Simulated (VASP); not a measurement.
# Ge (R-3) in VASP: single point with PBE

Aim: the single point of Ge with PBE.

Program: VASP 6.6.1. These are calculated values, not measurements. Logs are shortened: lines on timing, memory, paths and dates and some standing lists are left out, and cuts for length are marked.

## Step 1: The cell of the first run

Symmetry: R-3, No. 148, trigonal system. Conventional cell: a = 10.014 Å, b = 10.014 Å, c = 5.970 Å, α = 90.00°, β = 90.00°, γ = 120.00°. Within 3.5 Å of Ge (site symmetry 3) lie 5 Ge at 2.52 to 3.41 Å. Within 3.3 Å of Ge (site symmetry 1) lie 4 Ge at 2.51 to 2.54 Å.

## Step 2: Single point, PBE

File INCAR:

```
PREC = Accurate ; ENCUT = 520
EDIFF = 1E-7 ; ISMEAR = 0
SIGMA = 0.1 ; LREAL = False
LASPH = True ; NELM = 80
ALGO = Fast ; ISIF = 2
LWAVE = False ; LCHARG = False
GGA = PE ; NBANDS = 66
```

File KPOINTS:

```
Automatic mesh
0
Gamma
  9 9 9
```

File POSCAR:

```
Ge
1.0
    5.0071117165      2.8908572974      1.9900237529
   -5.0071117165      2.8908572974      1.9900237529
    0.0000000000     -5.7817145948      1.9900237529
Ge
8
Direct
    0.7143834267      0.7143834267      0.7143834267
    0.2856165733      0.2856165733      0.2856165733
    0.0273937837      0.7229477001      0.5302713228
    0.5302713228      0.0273937837      0.7229477001
    0.7229477001      0.5302713228      0.0273937837
    0.9726062163      0.2770522999      0.4697286772
    0.4697286772      0.9726062163      0.2770522999
    0.2770522999      0.4697286772      0.9726062163
```

Potentials or basis: VASP PAW PBE potentials, release 64 (Ge_d).

Run with:

```sh
cat potpaw_PBE.64/Ge_d/POTCAR > POTCAR
mpirun -np 1 vasp_std > vasp.out
```

OUTCAR:

```text
PREC = Accurate
   ENCUT = 520
   EDIFF = 1E-7
   ISMEAR = 0
   LREAL = False
   LASPH = True
   NELM = 80
   ISIF = 2
   GGA = PE

 ion  position               nearest neighbor table
   1  0.714  0.714  0.714-   4 2.52   3 2.52   5 2.52   2 2.56
   2  0.286  0.286  0.286-   7 2.52   6 2.52   8 2.52   1 2.56
   3  0.027  0.723  0.530-   6 2.51   1 2.52   4 2.54   5 2.54
   4  0.530  0.027  0.723-   7 2.51   1 2.52   5 2.54   3 2.54
   5  0.723  0.530  0.027-   8 2.51   1 2.52   4 2.54   3 2.54
   6  0.973  0.277  0.470-   3 2.51   2 2.52   7 2.54   8 2.54
   7  0.470  0.973  0.277-   4 2.51   2 2.52   8 2.54   6 2.54
   8  0.277  0.470  0.973-   5 2.51   2 2.52   7 2.54   6 2.54

  LATTYP: Found a trigonal (rhomboedric) cell.
 ALAT       =     6.1146069532
 COS(alpha) =    -0.3411194671

  Lattice vectors:

 A1 = (   5.0071117165,   2.8908572974,   1.9900237529)
 A2 = (  -5.0071117165,   2.8908572974,   1.9900237529)
 A3 = (   0.0000000000,  -5.7817145948,   1.9900237529)

Analysis of symmetry for initial positions (statically):
=====================================================================
 Subroutine PRICEL returns:
 Original cell was already a primitive cell.

 Routine SETGRP: Setting up the symmetry group for a
 trigonal (rhombohedral) supercell.

 Subroutine GETGRP returns: Found  6 space group operations
 (whereof  6 operations were pure point group operations)
 out of a pool of 12 trial point group operations.

The static configuration has the point symmetry S_6 .

Analysis of symmetry for dynamics (positions and initial velocities):
=====================================================================
 Subroutine PRICEL returns:
 Original cell was already a primitive cell.

 Routine SETGRP: Setting up the symmetry group for a
 trigonal (rhombohedral) supercell.

 Subroutine GETGRP returns: Found  6 space group operations
 (whereof  6 operations were pure point group operations)
 out of a pool of 12 trial point group operations.

The dynamic configuration has the point symmetry S_6 .

 Subroutine INISYM returns: Found  6 space group operations
 (whereof  6 operations are pure point group operations),
 and found     1 'primitive' translations

----------------------------------------------------------------------------------------

                                     Primitive cell

  volume of cell :     172.8317

  direct lattice vectors                    reciprocal lattice vectors
     5.007111716  2.890857297  1.990023753     0.099857968  0.057653025  0.167502188
    -5.007111716  2.890857297  1.990023753    -0.099857968  0.057653025  0.167502188
     0.000000000 -5.781714595  1.990023753     0.000000000 -0.115306049  0.167502188

  length of vectors
     6.114606953  6.114606953  6.114606953     0.203353062  0.203353062  0.203353062

  position of ions in fractional coordinates (direct lattice)
     0.714383427  0.714383427  0.714383427
     0.285616573  0.285616573  0.285616573
     0.027393784  0.722947700  0.530271323
     0.530271323  0.027393784  0.722947700
     0.722947700  0.530271323  0.027393784
     0.972606216  0.277052300  0.469728677
     0.469728677  0.972606216  0.277052300
     0.277052300  0.469728677  0.972606216

  ion indices of the primitive-cell ions
   primitive index   ion index
                 1           1
                 2           2
                 3           3
                 4           4
                 5           5
                 6           6
                 7           7
                 8           8

----------------------------------------------------------------------------------------

 KPOINTS: Automatic mesh

Automatic generation of k-mesh.
 Grid dimensions read from file:
 generate k-points for:    9    9    9

 Generating k-lattice:

  Cartesian coordinates                     Fractional coordinates (reciprocal lattice)
     0.011095330  0.006405892  0.018611354     0.111111111  0.000000000  0.000000000
    -0.011095330  0.006405892  0.018611354     0.000000000  0.111111111  0.000000000
     0.000000000 -0.012811783  0.018611354     0.000000000  0.000000000  0.111111111

  Length of vectors
     0.022594785  0.022594785  0.022594785

  Shift w.r.t. Gamma in fractional coordinates (k-lattice)
     0.000000000  0.000000000  0.000000000

 Subroutine IBZKPT returns following result:
 ===========================================

 Found    125 irreducible k-points:

 Following reciprocal coordinates:
            Coordinates               Weight
  0.000000  0.000000  0.000000      1.000000
  0.111111 -0.000000 -0.000000      6.000000
  0.222222 -0.000000  0.000000      6.000000
  0.333333 -0.000000 -0.000000      6.000000
  0.444444 -0.000000  0.000000      6.000000
  0.111111  0.111111 -0.000000      6.000000
[... 16 lines left out ...]
  0.444444  0.222222  0.000000      6.000000
 -0.444444  0.000000 -0.222222      6.000000
 [... further k-points ...]
   k-points           NKPTS =    125   k-points in BZ     NKDIM =    125   number of bands    NBANDS=     66
   number of dos      NEDOS =    301   number of ions     NIONS =      8
   total plane-waves  NPLWV = 110592
   dimension x,y,z NGX =    48 NGY =   48 NGZ =   48
   dimension x,y,z NGXF=    96 NGYF=   96 NGZF=   96
   ions per type =               8
   NGX,Y,Z   is equivalent  to a cutoff of  13.05, 13.05, 13.05 a.u.
   NGXF,Y,Z  is equivalent  to a cutoff of  26.10, 26.10, 26.10 a.u.
 SYSTEM =  unknown system
   PREC   = accura    normal or accurate (medium, high low for compatibility)
   ISTART =      0    job   : 0-new  1-cont  2-samecut
   ICHARG =      2    charge: 1-file 2-atom 10-const
   ISPIN  =      1    spin polarized calculation?
   LNONCOLLINEAR =      F non collinear calculations
   LSORBIT =      F    spin-orbit coupling
   LASPH  =      T    aspherical Exc in radial PAW
   ENCUT  =  520.0 eV  38.22 Ry    6.18 a.u.  11.37 11.37 11.37*2*pi/ulx,y,z
   NELM   =     80;   NELMIN=  2; NELMDL= -5     # of ELM steps
   EDIFF  = 0.1E-06   stopping-criterion for ELM
   LREAL  =      F    real-space projection
   EDIFFG = 0.1E-05   stopping-criterion for IOM
   NSW    =      0    number of steps for IOM
   IBRION =     -1    ionic relax: 0-MD 1-quasi-New 2-CG
   NFREE  =      0    steps in history (QN), initial steepest desc. (CG)
   ISIF   =      2    stress and relaxation
   ISYM   =      2    0-nonsym 1-usesym 2-fastsym
   POTIM  = 0.5000    time-step for ionic-motion
   TEBEG  =    0.0;   TEEND  =   0.0 temperature during run
   PSTRESS=    0.0 pullay stress
   NELECT =     112.0000    total number of electrons
   NUPDOWN=      -1.0000    fix difference up-down
   EMIN   =  10.00;   EMAX   =-10.00  energy-range for DOS
   EFERMI =   0.00;   METHOD = LEGACY
   ISMEAR =     0;   SIGMA  =   0.10  broadening in eV -4-tet -1-fermi 0-gaus
   EFERMI_NEDOS =   21; number of points for ismear=-14 and -15
   IALGO  =     68    algorithm
   IMIX   =      4    mixing-type and parameters
     AMIX     =   0.40;   BMIX     =  1.00
     AMIX_MAG =   1.60;   BMIX_MAG =  1.00
  volume/ion in A,a.u.               =      21.60       145.79
  Fermi-wavevector in a.u.,A,eV,Ry     =   1.416684  2.677145 27.306809  2.006994
  Thomas-Fermi vector in A             =   2.537993
   LORBIT       =      0    0 simple, 1 ext, 2 COOP (PROOUT), +10 PAW based schemes
   GGA     = PE    functional components
   LHFCALC =     F    Hartree Fock is set to
   AEXX    =    0.0000 exact exchange contribution
   IVDW    =     0    specifies the selected vdW correction
   LEPSILON=     F    determine dielectric tensor
   LRPA    =     F    only Hartree local field effects (RPA)
 non-spin polarized calculation
 RMM-DIIS sequential band-by-band and
 Gauss-broadening in eV      SIGMA  =   0.10
  energy-cutoff  :      520.00
  volume of cell :      172.83
 maximum number of plane-waves:      4684
 NGX is ok and might be reduce to    48
   NGX = 23   NGY = 23   NGZ = 23

 number of electron     111.9999984 magnetization

 Free energy of the ion-electron system (eV)
  ---------------------------------------------------
  ext. energy  EPLUGINS =         0.00000000
  ---------------------------------------------------
  free energy    TOTEN  =       -34.98210342 eV

  energy without entropy =      -34.97578896  energy(sigma->0) =      -34.97894619

 E-fermi :   5.2262     XC(G=0): -10.3692

 val. band max:        5.2234538900   @ k =   0.4444   0.4444   0.3333
 cond. band min:       5.2324010574   @ k =  -0.3333   0.4444   0.3333
 fundamental gap:      0.0089471674
 Fermi energy:         5.2262409202

 k-point     1 :       0.0000    0.0000    0.0000
  band No.  band energies     occupation
      1     -19.4930      2.00000
      2     -19.4930      2.00000
      3     -19.4888      2.00000
      4     -19.4772      2.00000
      5     -19.4772      2.00000
      6     -19.4615      2.00000
[... 58 lines left out ...]
     65      10.3046      0.00000
     66      11.5736      0.00000

 k-point     2 :       0.1111   -0.0000   -0.0000
  band No.  band energies     occupation
      1     -19.4933      2.00000
      2     -19.4919      2.00000
      3     -19.4883      2.00000
      4     -19.4778      2.00000
      5     -19.4758      2.00000
      6     -19.4612      2.00000
[... 58 lines left out ...]
     65      10.1539      0.00000
     66      11.1169      0.00000

 k-point     3 :       0.2222   -0.0000    0.0000
  band No.  band energies     occupation
      1     -19.4938      2.00000
      2     -19.4894      2.00000
      3     -19.4864      2.00000
      4     -19.4790      2.00000
      5     -19.4727      2.00000
      6     -19.4620      2.00000
[... 1438 lines left out ...]
     65       9.3580      0.00000
     66       9.8333      0.00000

 k-point    24 :      -0.4444    0.0000   -0.2222
  band No.  band energies     occupation
      1     -19.4931      2.00000
      2     -19.4875      2.00000
      3     -19.4822      2.00000
      4     -19.4779      2.00000
      5     -19.4662      2.00000
      6     -19.4609      2.00000
[... 58 lines left out ...]
     65       9.6374      0.00000
     66       9.8971      0.00000

 [... further k-points ...]

------------------------ aborting loop because EDIFF is reached ----------------------------------------

  FORCE on cell =-STRESS in cart. coord.  units (eV):
  Direction    XX          YY          ZZ          XY          YZ          ZX
  --------------------------------------------------------------------------------------
  -------------------------------------------------------------------------------------
  Total       -0.0545706     -0.0545706     -0.0345055     -0.0000003      0.0000000      0.0000000
  in kB       -0.5058781     -0.5058781     -0.3198715     -0.0000025      0.0000000      0.0000000
  external PRESSURE =      -0.4438759 kB  Pullay stress =       0.0000000 kB

 VOLUME and BASIS-vectors are now :
 -----------------------------------------------------------------------------
  energy-cutoff  :      520.00
  volume of cell :      172.83
      direct lattice vectors                 reciprocal lattice vectors
     5.007111716  2.890857297  1.990023753     0.099857968  0.057653025  0.167502188
    -5.007111716  2.890857297  1.990023753    -0.099857968  0.057653025  0.167502188
     0.000000000 -5.781714595  1.990023753     0.000000000 -0.115306049  0.167502188

 POSITION                                       TOTAL-FORCE (eV/Angst)
 -----------------------------------------------------------------------------------
      0.00000      0.00000      4.26492         0.000000      0.000000      0.002646
      0.00000      0.00000      1.70515         0.000000      0.000000     -0.002646
     -3.48272     -0.89675      2.54845         0.000867      0.000079     -0.001714
      2.51796     -2.56775      2.54845        -0.000502      0.000712     -0.001714
      0.96475      3.46449      2.54845        -0.000366     -0.000790     -0.001714
      3.48272      0.89675      3.42162        -0.000867     -0.000079      0.001714
     -2.51796      2.56775      3.42162         0.000502     -0.000712      0.001714
     -0.96475     -3.46449      3.42162         0.000366      0.000790      0.001714
 -----------------------------------------------------------------------------------
    total drift:                                0.000000     -0.000000      0.000000

  FREE ENERGIE OF THE ION-ELECTRON SYSTEM (eV)
  ---------------------------------------------------
  free  energy   TOTEN  =       -34.9821034160 eV

  energy  without entropy=      -34.9757889613  energy(sigma->0) =      -34.97894619
```

It took 42 min on 1 thread of Oxide Virtual Turin-like, shared host; peak memory 0.94 GiB.

Results:

```
Free energy            : -34.9821 eV
Pressure               : 0.0 GPa
Band gap on the k mesh : zero (bands 56 and 57 overlap by 0.38 eV)
```

Forces on the atoms (eV/Å):
```
Ge   0.000  0.000  0.003
Ge   0.000  0.000 -0.003
Ge   0.001  0.000 -0.002
Ge  -0.001  0.001 -0.002
Ge   0.000 -0.001 -0.002
Ge  -0.001  0.000  0.002
Ge   0.001 -0.001  0.002
Ge   0.000  0.001  0.002
```

Caveat: semilocal functionals underestimate gaps, and a narrow one can read as zero.
